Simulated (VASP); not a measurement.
The system is LiBr.

```xyz
2
Lattice="0.0000 2.7445 2.7445 2.7445 0.0000 2.7445 2.7445 2.7445 0.0000" Properties=species:S:1:pos:R:3 pbc="T T T"
Li    0.0000    0.0000    0.0000
Br    2.7445    2.7445    2.7445
```

Base run:

```yaml
Program: VASP 6.6.1
Functional: PBE
Potentials_or_basis: VASP PAW PBE potentials, release 64 (Li_sv, Br)
Cutoff: 750 eV
k_mesh: 8 × 8 × 8
Occupations: fermi-dirac, width 0.03 eV
Spin: no spin polarisation
```

Its results: band gap on the k mesh 4.97 eV; pressure 0.3 GPa.

Question: The run is repeated on the same cell with these changes: functional from PBE to LDA; potentials or basis from VASP PAW PBE potentials, release 64 (Li_sv, Br) to VASP PAW LDA potentials, release 64 (Li_sv, Br). What comes out?

Answer: Band gap on the k mesh 4.69 eV; pressure -2.7 GPa.

